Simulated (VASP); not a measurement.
# AlN (Pmn2_1) in VASP: a series of runs, part 2 of 2

VASP 6.6.1. Earlier steps stand in the parts before.

### Step 3. Single point, r2SCAN (the distance across one plane changed)

Input file POSCAR:

```
AlN
1.0
    4.3698012523      0.0000000000      0.0000000000
    0.0000000000      2.1849006262     -2.1849006262
    0.0000000000      6.9082552691      6.9082552691
Al N
6 6
Direct
    0.0000000000      0.0000000000      0.2371895885
    0.5000000000      0.5000000000      0.3953265233
    0.0000000000      0.0000000000      0.5534634581
    0.5000000000      0.5000000000      0.7116003929
    0.0000000000      0.0000000000      0.8697373277
    0.5000000000      0.5000000000      0.0790526537
    0.7500000000      0.0000000000      0.3953265233
    0.2500000000      0.5000000000      0.5534634581
    0.7500000000      0.0000000000      0.7116003929
    0.2500000000      0.5000000000      0.8697373277
    0.7500000000      0.0000000000      0.0790526537
    0.2500000000      0.5000000000      0.2371895885
```

Input file INCAR.step1:

```
PREC     = Accurate       # precision mode
ENCUT    = 520            # plane-wave cutoff, eV
ISMEAR   = 0              # smearing method
SIGMA    = 0.05           # smearing width, eV
LREAL    = F              # projectors in reciprocal space
LASPH    = T              # aspherical terms in the spheres
NELM     = 80             # most SCF steps
NBANDS   = 36             # bands
GGA      = PE             # functional
ALGO     = Normal         # electronic algorithm
EDIFF    = 1E-4           # SCF threshold, eV
LWAVE    = T              # write WAVECAR
LCHARG   = F              # write CHGCAR
```

Input file INCAR.step2:

```
PREC     = Accurate       # precision mode
ENCUT    = 520            # plane-wave cutoff, eV
EDIFF    = 1E-6           # SCF threshold, eV
ISMEAR   = 0              # smearing method
SIGMA    = 0.05           # smearing width, eV
LREAL    = F              # projectors in reciprocal space
LASPH    = T              # aspherical terms in the spheres
NELM     = 80             # most SCF steps
ALGO     = Normal         # electronic algorithm
ISIF     = 2              # what is computed and relaxed
LWAVE    = F              # write WAVECAR
LCHARG   = T              # write CHGCAR
METAGGA  = R2SCAN         # meta-GGA
LMIXTAU  = T            
LELF     = T              # ELF
LVHAR    = T            
NBANDS   = 36             # bands
ISTART   = 1
```

Input file KPOINTS:

```
Automatic mesh
0
Gamma
  5 7 3
```

Potentials or basis: VASP PAW PBE potentials, release 64 (Al, N).

Command:

```bash
> cat potpaw_PBE.64/Al/POTCAR potpaw_PBE.64/N/POTCAR > POTCAR
> cp INCAR.step1 INCAR
> mpirun -np 1 vasp_std > vasp.out
> cp INCAR.step2 INCAR
> mpirun -np 1 vasp_std > vasp.out
```

OUTCAR:

```text
PREC = Accurate
   ENCUT = 520
   EDIFF = 1E-6
   ISMEAR = 0
   LREAL = F
   LASPH = T
   NELM = 80
   ISIF = 2
   METAGGA = R2SCAN
   ISTART = 1

 ion  position               nearest neighbor table
   1  0.000  0.000  0.237-   7 1.89  11 1.89  12 1.89  12 1.89   3 3.09   2 3.09   2 3.09   6 3.09
                             6 3.09   2 3.09   6 3.09   2 3.09   6 3.09
   2  0.500  0.500  0.395-   8 1.89  12 1.89   7 1.89   7 1.89   6 3.09   4 3.09   1 3.09   1 3.09
                             3 3.09   3 3.09   1 3.09   3 3.09   1 3.09   3 3.09
[... 1174 lines left out ...]
 VOLUME and BASIS-vectors are now :
 -----------------------------------------------------------------------------
  energy-cutoff  :      520.00
  volume of cell :      131.91
      direct lattice vectors                 reciprocal lattice vectors
     4.369801252  0.000000000  0.000000000     0.228843360  0.000000000  0.000000000
     0.000000000  2.184900626 -2.184900626     0.000000000  0.228843360 -0.228843360
     0.000000000  6.908255269  6.908255269     0.000000000  0.072377175  0.072377175

 POSITION                                       TOTAL-FORCE (eV/Angst)
 -----------------------------------------------------------------------------------
      0.00000      1.63857      1.63857        -0.124024     -0.386988     -0.386988
      2.18490      3.82347      1.63857         0.075080     -0.017128     -0.017128
      0.00000      3.82347      3.82347         0.075080      0.017128      0.017128
      2.18490      6.00837      3.82347        -0.124024      0.386988      0.386988
      0.00000      6.00837      6.00837         0.374682      0.986956      0.986956
      2.18490      1.63857     -0.54633         0.374682     -0.986956     -0.986956
      3.27735      2.73102      2.73102        -0.010078      0.067321      0.067321
      1.09245      4.91592      2.73102        -0.010078     -0.067321     -0.067321
      3.27735      4.91592      4.91592        -0.108604      0.220440      0.220440
      1.09245      7.10082      4.91592        -0.207056      1.123817      1.123817
      3.27735      0.54612      0.54612        -0.207056     -1.123817     -1.123817
      1.09245      2.73102      0.54612        -0.108604     -0.220440     -0.220440
 -----------------------------------------------------------------------------------
    total drift:                               -0.000381     -0.000295     -0.000295

  FREE ENERGIE OF THE ION-ELECTRON SYSTEM (eV)
  ---------------------------------------------------
  free  energy   TOTEN  =      -113.7140601363 eV

  energy  without entropy=     -113.7140601363  energy(sigma->0) =     -113.71406014
```

OSZICAR.step1:

```text
N       E                     dE             d eps       ncg     rms          rms(c)
DAV:   1     0.181321635360E+03    0.18132E+03   -0.22155E+04  1728   0.120E+03
DAV:   2    -0.849623365916E+02   -0.26628E+03   -0.25121E+03  2268   0.241E+02
DAV:   3    -0.102125859704E+03   -0.17164E+02   -0.17037E+02  2176   0.647E+01
DAV:   4    -0.102320669337E+03   -0.19481E+00   -0.19460E+00  2168   0.774E+00
DAV:   5    -0.102323734502E+03   -0.30652E-02   -0.30644E-02  2172   0.975E-01    0.210E+01
DAV:   6    -0.879208327609E+02    0.14403E+02   -0.53156E+01  2104   0.319E+01    0.746E+00
DAV:   7    -0.879467971186E+02   -0.25964E-01   -0.18395E+00  2020   0.635E+00    0.500E+00
DAV:   8    -0.878938865468E+02    0.52911E-01   -0.18704E-01  2164   0.265E+00    0.907E-01
DAV:   9    -0.878903135292E+02    0.35730E-02   -0.32175E-02  2208   0.854E-01    0.372E-01
DAV:  10    -0.878915641355E+02   -0.12506E-02   -0.39068E-03  2104   0.329E-01    0.133E-01
DAV:  11    -0.878917205085E+02   -0.15637E-03   -0.57286E-04  2136   0.166E-01    0.340E-02
DAV:  12    -0.878917363336E+02   -0.15825E-04   -0.15375E-04  1128   0.721E-02
   1 F= -.87891736E+02 E0= -.87891736E+02  d E =-.159287E-12
```

Run time: 2.8 min. Hardware: 1 thread of Intel Xeon 6975P-C (Granite Rapids), shared host; peak memory 0.28 GiB.

What came out:

```
Free energy            : -113.7141 eV
Pressure               : -6.1 GPa
Largest force          : 1.603 eV/Å
Band gap on the k mesh : 3.57 eV (least direct gap 3.58 eV)
```

Forces on the atoms (eV/Å):
```
Al  -0.124 -0.387 -0.387
Al   0.075 -0.017 -0.017
Al   0.075  0.017  0.017
Al  -0.124  0.387  0.387
Al   0.375  0.987  0.987
Al   0.375 -0.987 -0.987
N   -0.010  0.067  0.067
N   -0.010 -0.067 -0.067
N   -0.109  0.220  0.220
N   -0.207  1.124  1.124
N   -0.207 -1.124 -1.124
N   -0.109 -0.220 -0.220
```

Caveat: the cell differs from its parent crystal (the distance across one plane changed); the cell stands under tension; the PAW data sets were made with another functional, which shifts forces and pressure a little. A k mesh can miss the band edges.

### Step 4. Single point, r2SCAN (the distance across one plane changed)

Input file POSCAR:

```
AlN
1.0
    4.3698012523      0.0000000000      0.0000000000
    0.0000000000      2.1849006262     -2.1849006262
    0.0000000000      7.0850319644      7.0850319644
Al N
6 6
Direct
    0.0000000000      0.0000000000      0.2312715359
    0.5000000000      0.5000000000      0.3854628393
    0.0000000000      0.0000000000      0.5396541427
    0.5000000000      0.5000000000      0.6938454461
    0.0000000000      0.0000000000      0.8480367495
    0.5000000000      0.5000000000      0.0770802326
    0.7500000000      0.0000000000      0.3854628393
    0.2500000000      0.5000000000      0.5396541427
    0.7500000000      0.0000000000      0.6938454461
    0.2500000000      0.5000000000      0.8480367495
    0.7500000000      0.0000000000      0.0770802326
    0.2500000000      0.5000000000      0.2312715359
```

Input file INCAR.step1:

```
  PREC = Accurate
  ENCUT = 520
  ISMEAR = 0
  SIGMA = 0.05
  LREAL = F
  LASPH = T
  NELM = 60
  NBANDS = 36
  GGA = PE
  ALGO = Normal
  EDIFF = 1E-4
  LWAVE = T
  LCHARG = F
```

Input file INCAR.step2:

```
  PREC = Accurate
  ENCUT = 520
  EDIFF = 1E-6
  ISMEAR = 0
  SIGMA = 0.05
  LREAL = F
  LASPH = T
  NELM = 60
  ALGO = Normal
  ISIF = 2
  LWAVE = F
  LCHARG = F
  METAGGA = R2SCAN
  LMIXTAU = T
  NBANDS = 36
  ISTART = 1
```

Input file KPOINTS:

```
regular mesh
0
Gamma
  5 7 3
```

Command:

```bash
> cat potpaw_PBE.64/Al/POTCAR potpaw_PBE.64/N/POTCAR > POTCAR
> cp INCAR.step1 INCAR
> mpirun -np 1 vasp_std > vasp.out
> cp INCAR.step2 INCAR
> mpirun -np 1 vasp_std > vasp.out
```

Run time: 2.7 min. Hardware: 1 thread of Intel Xeon 6975P-C (Granite Rapids), shared host; peak memory 0.28 GiB.

The run converged. Its results:

```yaml
Free_energy: -112.7717 eV
Pressure: -6.7 GPa
Largest_force: 1.627 eV/Å
Band_gap_on_the_k_mesh: 3.42 eV (least direct gap 3.43 eV)
```

Forces in eV/Å, atoms in the order of the input:
```
Al  -0.191 -0.467 -0.467
Al   0.105 -0.020 -0.020
Al   0.105  0.020  0.020
Al  -0.191  0.467  0.467
Al   0.951  0.743  0.743
Al   0.951 -0.743 -0.743
N   -0.012  0.098  0.098
N   -0.012 -0.098 -0.098
N   -0.171  0.276  0.276
N   -0.683  1.044  1.044
N   -0.683 -1.044 -1.044
N   -0.171 -0.276 -0.276
```

Stress tensor (GPa, compression positive):
```
-4.90  0.00  0.00
 0.00 -7.65 -6.23
 0.00 -6.23 -7.65
```

Levels at points of the mesh, in eV from the valence-band top:
| k point | band 21 | band 22 | band 23 | band 24 | band 25 | band 26 | band 27 | band 28 |
| --- | --- | --- | --- | --- | --- | --- | --- | --- |
| (0.00, 0.00, 0.00) | -0.21 | -0.17 | -0.14 | -0.01 | 3.42 | 3.59 | 5.96 | 6.20 |

Caveat: the cell differs from its parent crystal (the distance across one plane changed); the cell stands under tension; the PAW data sets were made with another functional, which shifts forces and pressure a little.

### Step 5. The runs side by side

```csv
cell,gap on the mesh (eV),pressure (GPa),largest force (eV/Å)
"a = 4.370, b = 3.090, c = 8.970 Å, 12 atoms",3.78,10.2,5.26
"a = 4.370, b = 3.090, c = 9.770 Å, 12 atoms",3.57,-6.1,1.60
"a = 4.370, b = 3.090, c = 10.020 Å, 12 atoms",3.42,-6.7,1.63
```

Alike in all rows: task single point; level r2SCAN; potentials or basis VASP PAW PBE potentials, release 64 (Al, N); no spin polarisation; k mesh 5 × 7 × 3; cutoff (eV) 520; smearing gaussian 0.05 eV.

Caveats: the PAW data sets were made with another functional, which shifts forces and pressure a little; the cell stands under tension (at least some runs); the cell stands under pressure (at least some runs).

Total energies depend on the potentials used, so only differences within one code and one set of settings carry meaning.
